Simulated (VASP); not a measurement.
# ZnCu (Pm-3m) in VASP: a series of runs

The runs below take ZnCu through single point, with PBE.

Everything below comes from runs of VASP 6.6.1. Logs are shortened: lines on timing, memory, paths and dates and some standing lists are left out, and cuts for length are marked.

### Step 1. The cell of the first run

The structure is cubic, space group Pm-3m (No. 221). Conventional cell: a = 2.945 Å, b = 2.945 Å, c = 2.945 Å, α = 90.00°, β = 90.00°, γ = 90.00°. Zn (site symmetry m-3m) has 8 Cu at 2.55 Å and 6 Zn at 2.94 Å within 3.4 Å. Within 3.4 Å of Cu (site symmetry m-3m) lie 8 Zn at 2.55 Å and 6 Cu at 2.94 Å.

### Step 2. Single point, PBE

Contents of INCAR:

```
SYSTEM = ZnCu
  PREC = Accurate
  ENCUT = 520
  EDIFF = 1E-6
  ISMEAR = 0
  SIGMA = 0.15
  LREAL = .FALSE.
  LASPH = .TRUE.
  NELM = 60
  ALGO = Normal
  ISIF = 2
  LWAVE = .FALSE.
  LCHARG = .TRUE.
  GGA = PE
  LELF = .TRUE.
  LVHAR = .TRUE.
  NBANDS = 18
```

Contents of KPOINTS:

```
regular mesh
0
G
  16 16 16
  0 0 0
```

Contents of POSCAR:

```
ZnCu
1.0
    2.9450000000      0.0000000000      0.0000000000
    0.0000000000      2.9450000000      0.0000000000
    0.0000000000      0.0000000000      2.9450000000
Zn Cu
1 1
Direct
    0.5000000000      0.5000000000      0.5000000000
    0.0000000000      0.0000000000      0.0000000000
```

Potentials or basis: VASP PAW PBE potentials, release 64 (Zn, Cu).

Started as:

```sh
$ cat potpaw_PBE.64/Zn/POTCAR potpaw_PBE.64/Cu/POTCAR > POTCAR
$ mpirun -np 1 vasp_std > vasp.out
```

OUTCAR:

```text
SYSTEM = ZnCu
   PREC = Accurate
   ENCUT = 520
   EDIFF = 1E-6
   ISMEAR = 0
   LREAL = .FALSE.
   LASPH = .TRUE.
   NELM = 60
   ISIF = 2
   GGA = PE

 ion  position               nearest neighbor table
   1  0.500  0.500  0.500-   2 2.55   2 2.55   2 2.55   2 2.55   2 2.55   2 2.55   2 2.55   2 2.55

   2  0.000  0.000  0.000-   1 2.55   1 2.55   1 2.55   1 2.55   1 2.55   1 2.55   1 2.55   1 2.55

  LATTYP: Found a simple cubic cell.
 ALAT       =     2.9450000000

  Lattice vectors:

 A1 = (   2.9450000000,   0.0000000000,   0.0000000000)
 A2 = (   0.0000000000,   2.9450000000,   0.0000000000)
 A3 = (   0.0000000000,   0.0000000000,   2.9450000000)

Analysis of symmetry for initial positions (statically):
=====================================================================
 Subroutine PRICEL returns:
 Original cell was already a primitive cell.

 Routine SETGRP: Setting up the symmetry group for a
 simple cubic supercell.

 Subroutine GETGRP returns: Found 48 space group operations
[... 9 lines left out ...]

 Routine SETGRP: Setting up the symmetry group for a
 simple cubic supercell.

 Subroutine GETGRP returns: Found 48 space group operations
[... 11 lines left out ...]
                                     Primitive cell

  volume of cell :      25.5421

  direct lattice vectors                    reciprocal lattice vectors
     2.945000000  0.000000000  0.000000000     0.339558574  0.000000000  0.000000000
     0.000000000  2.945000000  0.000000000     0.000000000  0.339558574  0.000000000
     0.000000000  0.000000000  2.945000000     0.000000000  0.000000000  0.339558574

  length of vectors
     2.945000000  2.945000000  2.945000000     0.339558574  0.339558574  0.339558574

  position of ions in fractional coordinates (direct lattice)
     0.500000000  0.500000000  0.500000000
     0.000000000  0.000000000  0.000000000

  ion indices of the primitive-cell ions
   primitive index   ion index
                 1           1
                 2           2

----------------------------------------------------------------------------------------

 KPOINTS: regular mesh

Automatic generation of k-mesh.
 Grid dimensions read from file:
 generate k-points for:   16   16   16

 Generating k-lattice:

  Cartesian coordinates                     Fractional coordinates (reciprocal lattice)
     0.021222411  0.000000000  0.000000000     0.062500000  0.000000000  0.000000000
     0.000000000  0.021222411  0.000000000     0.000000000  0.062500000  0.000000000
     0.000000000  0.000000000  0.021222411     0.000000000  0.000000000  0.062500000

  Length of vectors
     0.021222411  0.021222411  0.021222411

  Shift w.r.t. Gamma in fractional coordinates (k-lattice)
     0.000000000  0.000000000  0.000000000

 Subroutine IBZKPT returns following result:
 ===========================================

 Found    165 irreducible k-points:

 Following reciprocal coordinates:
            Coordinates               Weight
  0.000000  0.000000  0.000000      1.000000
  0.062500  0.000000  0.000000      6.000000
  0.125000  0.000000  0.000000      6.000000
  0.187500  0.000000  0.000000      6.000000
  0.250000  0.000000  0.000000      6.000000
  0.312500  0.000000  0.000000      6.000000
[... 16 lines left out ...]
  0.437500  0.125000  0.000000     24.000000
  0.500000  0.125000  0.000000     12.000000
 [... further k-points ...]
   k-points           NKPTS =    165   k-points in BZ     NKDIM =    165   number of bands    NBANDS=     18
   number of dos      NEDOS =    301   number of ions     NIONS =      2
   total plane-waves  NPLWV =  13824
   dimension x,y,z NGX =    24 NGY =   24 NGZ =   24
   dimension x,y,z NGXF=    48 NGYF=   48 NGZF=   48
   ions per type =               1   1
   NGX,Y,Z   is equivalent  to a cutoff of  13.55, 13.55, 13.55 a.u.
   NGXF,Y,Z  is equivalent  to a cutoff of  27.10, 27.10, 27.10 a.u.
 SYSTEM =  ZnCu
   PREC   = accura    normal or accurate (medium, high low for compatibility)
   ISTART =      0    job   : 0-new  1-cont  2-samecut
   ICHARG =      2    charge: 1-file 2-atom 10-const
   ISPIN  =      1    spin polarized calculation?
   LNONCOLLINEAR =      F non collinear calculations
   LSORBIT =      F    spin-orbit coupling
   LASPH  =      T    aspherical Exc in radial PAW
   ENCUT  =  520.0 eV  38.22 Ry    6.18 a.u.   5.48  5.48  5.48*2*pi/ulx,y,z
   NELM   =     60;   NELMIN=  2; NELMDL= -5     # of ELM steps
   EDIFF  = 0.1E-05   stopping-criterion for ELM
   LREAL  =      F    real-space projection
   EDIFFG = 0.1E-04   stopping-criterion for IOM
   NSW    =      0    number of steps for IOM
   IBRION =     -1    ionic relax: 0-MD 1-quasi-New 2-CG
   NFREE  =      0    steps in history (QN), initial steepest desc. (CG)
   ISIF   =      2    stress and relaxation
   ISYM   =      2    0-nonsym 1-usesym 2-fastsym
   POTIM  = 0.5000    time-step for ionic-motion
   TEBEG  =    0.0;   TEEND  =   0.0 temperature during run
   PSTRESS=    0.0 pullay stress
   NELECT =      23.0000    total number of electrons
   NUPDOWN=      -1.0000    fix difference up-down
   EMIN   =  10.00;   EMAX   =-10.00  energy-range for DOS
   EFERMI =   0.00;   METHOD = LEGACY
   ISMEAR =     0;   SIGMA  =   0.15  broadening in eV -4-tet -1-fermi 0-gaus
   EFERMI_NEDOS =   21; number of points for ismear=-14 and -15
   IALGO  =     38    algorithm
   IMIX   =      4    mixing-type and parameters
     AMIX     =   0.40;   BMIX     =  1.00
     AMIX_MAG =   1.60;   BMIX_MAG =  1.00
  volume/ion in A,a.u.               =      12.77        86.18
  Fermi-wavevector in a.u.,A,eV,Ry     =   1.580880  2.987429 34.003415  2.499180
  Thomas-Fermi vector in A             =   2.681040
   LORBIT       =      0    0 simple, 1 ext, 2 COOP (PROOUT), +10 PAW based schemes
   GGA     = PE    functional components
   LHFCALC =     F    Hartree Fock is set to
   AEXX    =    0.0000 exact exchange contribution
   IVDW    =     0    specifies the selected vdW correction
   LEPSILON=     F    determine dielectric tensor
   LRPA    =     F    only Hartree local field effects (RPA)
 non-spin polarized calculation
 Gauss-broadening in eV      SIGMA  =   0.15
  energy-cutoff  :      520.00
  volume of cell :       25.54
 maximum number of plane-waves:       715
 NGX is ok and might be reduce to    24
   NGX = 11   NGY = 11   NGZ = 11

 number of electron      23.0000000 magnetization

 Free energy of the ion-electron system (eV)
  ---------------------------------------------------
  ext. energy  EPLUGINS =         0.00000000
  ---------------------------------------------------
  free energy    TOTEN  =        -5.00967909 eV

  energy without entropy =       -5.00301639  energy(sigma->0) =       -5.00634774

 E-fermi :   5.5391     XC(G=0): -12.4018

 val. band max:        5.5116074006   @ k =   0.3125   0.1250   0.0625
 cond. band min:       5.5412125573   @ k =   0.4375   0.4375   0.3125
 fundamental gap:      0.0296051568
 Fermi energy:         5.5390590871

 k-point     1 :       0.0000    0.0000    0.0000
  band No.  band energies     occupation
      1      -4.7967      2.00000
      2      -2.3082      2.00000
      3      -2.3082      2.00000
      4      -1.6130      2.00000
      5      -1.6130      2.00000
      6      -1.6130      2.00000
[... 10 lines left out ...]
     17      17.8227      0.00000
     18      28.9804      0.00000

 k-point     2 :       0.0625    0.0000    0.0000
  band No.  band energies     occupation
      1      -4.7259      2.00000
      2      -2.3000      2.00000
      3      -2.2929      2.00000
      4      -1.6193      2.00000
      5      -1.6193      2.00000
      6      -1.6099      2.00000
[... 10 lines left out ...]
     17      18.2810      0.00000
     18      28.1150      0.00000

 k-point     3 :       0.1250    0.0000    0.0000
  band No.  band energies     occupation
      1      -4.5152      2.00000
      2      -2.2764      2.00000
      3      -2.2480      2.00000
      4      -1.6372      2.00000
      5      -1.6372      2.00000
      6      -1.6010      2.00000
[... 10 lines left out ...]
     17      19.9233      0.00000
     18      26.6479      0.00000

 k-point     4 :       0.1875    0.0000    0.0000
  band No.  band energies     occupation
      1      -4.1707      2.00000
      2      -2.2407      2.00000
      3      -2.1755      2.00000
      4      -1.6638      2.00000
      5      -1.6638      2.00000
      6      -1.5876      2.00000
[... 10 lines left out ...]
     17      22.1210      0.00000
     18      25.1452      0.00000

 k-point     5 :       0.2500    0.0000    0.0000
  band No.  band energies     occupation
      1      -3.7078      2.00000
      2      -2.1981      2.00000
      3      -2.0738      2.00000
      4      -1.6952      2.00000
      5      -1.6952      2.00000
      6      -1.5717      2.00000
[... 10 lines left out ...]
     17      23.4541      0.00000
     18      23.4547      0.00000

 k-point     6 :       0.3125    0.0000    0.0000
  band No.  band energies     occupation
      1      -3.1675      2.00000
      2      -2.1547      2.00000
      3      -1.9208      2.00000
      4      -1.7263      2.00000
      5      -1.7263      2.00000
      6      -1.5557      2.00000
[... 307 lines left out ...]
 k-point    21 :       0.3125    0.1250    0.0000
  band No.  band energies     occupation
      1      -2.9577      2.00000
      2      -2.1201      2.00000
      3      -1.9505      2.00000
      4      -1.7377      2.00000
      5      -1.6390      2.00000
      6      -1.5955      2.00000
[... 10 lines left out ...]
     17      21.0385      0.00000
     18      22.0595      0.00000

 k-point    22 :       0.3750    0.1250    0.0000
  band No.  band energies     occupation
      1      -2.5306      2.00000
      2      -2.0821      2.00000
      3      -1.9255      2.00000
      4      -1.7655      2.00000
      5      -1.5898      2.00000
      6      -1.3362      2.00000
[... 10 lines left out ...]
     17      20.5672      0.00000
     18      21.5970      0.00000

 k-point    23 :       0.4375    0.1250    0.0000
  band No.  band energies     occupation
      1      -2.3025      2.00000
      2      -2.0480      2.00000
      3      -1.9472      2.00000
      4      -1.7841      2.00000
      5      -1.5859      2.00000
      6      -0.7298      2.00000
[... 10 lines left out ...]
     17      19.1852      0.00000
     18      20.9690      0.00000

 k-point    24 :       0.5000    0.1250    0.0000
  band No.  band energies     occupation
      1      -2.2386      2.00000
      2      -2.0269      2.00000
      3      -1.9676      2.00000
      4      -1.7907      2.00000
      5      -1.5846      2.00000
      6      -0.1566      2.00000
[... 10 lines left out ...]
     17      19.5778      0.00000
     18      20.4324      0.00000

 [... further k-points ...]
[... 5 lines left out ...]
  --------------------------------------------------------------------------------------
  -------------------------------------------------------------------------------------
  Total        0.4493565      0.4493565      0.4493565     -0.0000000     -0.0000000      0.0000000
  in kB       28.1867938     28.1867938     28.1867938     -0.0000000     -0.0000000      0.0000000
  external PRESSURE =      28.1867938 kB  Pullay stress =       0.0000000 kB

 VOLUME and BASIS-vectors are now :
 -----------------------------------------------------------------------------
  energy-cutoff  :      520.00
  volume of cell :       25.54
      direct lattice vectors                 reciprocal lattice vectors
     2.945000000  0.000000000  0.000000000     0.339558574  0.000000000  0.000000000
     0.000000000  2.945000000  0.000000000     0.000000000  0.339558574  0.000000000
     0.000000000  0.000000000  2.945000000     0.000000000  0.000000000  0.339558574

 POSITION                                       TOTAL-FORCE (eV/Angst)
 -----------------------------------------------------------------------------------
      1.47250      1.47250      1.47250         0.000000      0.000000      0.000000
      0.00000      0.00000      0.00000         0.000000      0.000000      0.000000
 -----------------------------------------------------------------------------------
    total drift:                                0.000000      0.000000     -0.000000

  FREE ENERGIE OF THE ION-ELECTRON SYSTEM (eV)
  ---------------------------------------------------
  free  energy   TOTEN  =        -5.0096790873 eV

  energy  without entropy=       -5.0030163870  energy(sigma->0) =       -5.00634774
```

Wall time 1.7 min (1 thread of AMD EPYC 7R43 (Zen 3), shared host); peak memory 0.16 GiB.

What came out:

- Free energy: -5.0097 eV
- Pressure: 2.8 GPa

### Step 3. Single point, PBE

Contents of INCAR:

```
PREC = Accurate ; ENCUT = 520
EDIFF = 1E-6 ; ISMEAR = 0
SIGMA = 0.15 ; LREAL = F
LASPH = T ; NELM = 100
ALGO = Normal ; ISIF = 2
LWAVE = F ; LCHARG = F
GGA = PE ; NBANDS = 18
```

Contents of KPOINTS:

```
Automatic mesh
0
Gamma
  18 18 18
```

POSCAR is that of step 2.

Potentials or basis: VASP PAW PBE potentials, release 64 (Zn, Cu).

Started as:

```sh
$ cat potpaw_PBE.64/Zn/POTCAR potpaw_PBE.64/Cu/POTCAR > POTCAR
$ mpirun -np 1 vasp_std > vasp.out
```

OUTCAR:

```text
PREC = Accurate
   ENCUT = 520
   EDIFF = 1E-6
   ISMEAR = 0
   LREAL = F
   LASPH = T
   NELM = 100
   ISIF = 2
   GGA = PE

 ion  position               nearest neighbor table
   1  0.500  0.500  0.500-   2 2.55   2 2.55   2 2.55   2 2.55   2 2.55   2 2.55   2 2.55   2 2.55

   2  0.000  0.000  0.000-   1 2.55   1 2.55   1 2.55   1 2.55   1 2.55   1 2.55   1 2.55   1 2.55

  LATTYP: Found a simple cubic cell.
 ALAT       =     2.9450000000

  Lattice vectors:

 A1 = (   2.9450000000,   0.0000000000,   0.0000000000)
 A2 = (   0.0000000000,   2.9450000000,   0.0000000000)
 A3 = (   0.0000000000,   0.0000000000,   2.9450000000)

Analysis of symmetry for initial positions (statically):
=====================================================================
 Subroutine PRICEL returns:
 Original cell was already a primitive cell.

 Routine SETGRP: Setting up the symmetry group for a
 simple cubic supercell.

 Subroutine GETGRP returns: Found 48 space group operations
[... 9 lines left out ...]

 Routine SETGRP: Setting up the symmetry group for a
 simple cubic supercell.

[... 143 lines left out ...]
 number of electron      23.0000000 magnetization

 Free energy of the ion-electron system (eV)
  ---------------------------------------------------
  ext. energy  EPLUGINS =         0.00000000
  ---------------------------------------------------
  free energy    TOTEN  =        -5.01126955 eV

  energy without entropy =       -5.00608129  energy(sigma->0) =       -5.00867542

 E-fermi :   5.5548     XC(G=0): -12.4015

 val. band max:        5.5537002621   @ k =   0.3333   0.2222   0.0556
 cond. band min:       5.5632814446   @ k =   0.5000   0.5000   0.2222
 fundamental gap:      0.0095811825
 Fermi energy:         5.5548218244

 k-point     1 :       0.0000    0.0000    0.0000
  band No.  band energies     occupation
      1      -4.7965      2.00000
      2      -2.3065      2.00000
      3      -2.3065      2.00000
      4      -1.6110      2.00000
      5      -1.6110      2.00000
      6      -1.6110      2.00000
[... 481 lines left out ...]
      5      -1.5997      2.00000
      6      -1.5829      2.00000
[... 10 lines left out ...]
     17      20.7531      0.00000
     18      21.5089      0.00000

 [... further k-points ...]
[... 5 lines left out ...]
  --------------------------------------------------------------------------------------
  -------------------------------------------------------------------------------------
  Total        0.4608989      0.4608989      0.4608989      0.0000000      0.0000000      0.0000000
  in kB       28.9108144     28.9108144     28.9108144      0.0000000      0.0000000      0.0000000
  external PRESSURE =      28.9108144 kB  Pullay stress =       0.0000000 kB

 VOLUME and BASIS-vectors are now :
 -----------------------------------------------------------------------------
  energy-cutoff  :      520.00
  volume of cell :       25.54
      direct lattice vectors                 reciprocal lattice vectors
     2.945000000  0.000000000  0.000000000     0.339558574  0.000000000  0.000000000
     0.000000000  2.945000000  0.000000000     0.000000000  0.339558574  0.000000000
     0.000000000  0.000000000  2.945000000     0.000000000  0.000000000  0.339558574

 POSITION                                       TOTAL-FORCE (eV/Angst)
 -----------------------------------------------------------------------------------
      1.47250      1.47250      1.47250         0.000000      0.000000      0.000000
      0.00000      0.00000      0.00000         0.000000      0.000000      0.000000
 -----------------------------------------------------------------------------------
    total drift:                                0.000000      0.000000     -0.000000

  FREE ENERGIE OF THE ION-ELECTRON SYSTEM (eV)
  ---------------------------------------------------
  free  energy   TOTEN  =        -5.0112695476 eV

  energy  without entropy=       -5.0060812882  energy(sigma->0) =       -5.00867542
```

OSZICAR:

```text
N       E                     dE             d eps       ncg     rms          rms(c)
DAV:   1     0.114624794590E+03    0.11462E+03   -0.11362E+04  8560   0.213E+03
DAV:   2    -0.133493518433E+01   -0.11596E+03   -0.11141E+03  7960   0.300E+02
DAV:   3    -0.605361892730E+01   -0.47187E+01   -0.46601E+01  8878   0.749E+01
DAV:   4    -0.609252351230E+01   -0.38905E-01   -0.38889E-01  9006   0.631E+00
DAV:   5    -0.609305320293E+01   -0.52969E-03   -0.52968E-03  8922   0.761E-01    0.953E+00
DAV:   6    -0.595381937558E+01    0.13923E+00   -0.14509E+01  8446   0.909E+01    0.605E+00
DAV:   7    -0.502173053593E+01    0.93209E+00   -0.31660E+00  8526   0.869E+01    0.225E+00
DAV:   8    -0.501985434684E+01    0.18762E-02   -0.12918E-01 10732   0.470E+00    0.122E+00
DAV:   9    -0.501129502318E+01    0.85593E-02   -0.10966E-02  8978   0.232E+00    0.628E-02
DAV:  10    -0.501128265528E+01    0.12368E-04   -0.79303E-04 12118   0.605E-01    0.500E-02
DAV:  11    -0.501127122837E+01    0.11427E-04   -0.11081E-04  9330   0.300E-01    0.881E-03
DAV:  12    -0.501126976729E+01    0.14611E-05   -0.84047E-06  9480   0.590E-02    0.723E-04
DAV:  13    -0.501126954757E+01    0.21971E-06   -0.23227E-07  4326   0.611E-03
   1 F= -.50112695E+01 E0= -.50086754E+01  d E =-.518826E-02
```

stdout:

```text
POSCAR found type information on POSCAR ZnCu
 POSCAR found :  2 types and       2 ions
 scaLAPACK will be used
 LDA part: xc-table for (Slater+PW92), standard interpolation
 POSCAR, INCAR and KPOINTS ok, starting setup
 FFT: planning ... GRIDC
 FFT: planning ... GRID_SOFT
 FFT: planning ... GRID
 WAVECAR not read
 entering main loop
```

It took 82 s on 1 thread of AMD EPYC 7R13 (Zen 3), shared host; peak memory 0.19 GiB.

What came out:

```
Free energy : -5.0113 eV
Pressure    : 2.9 GPa
```
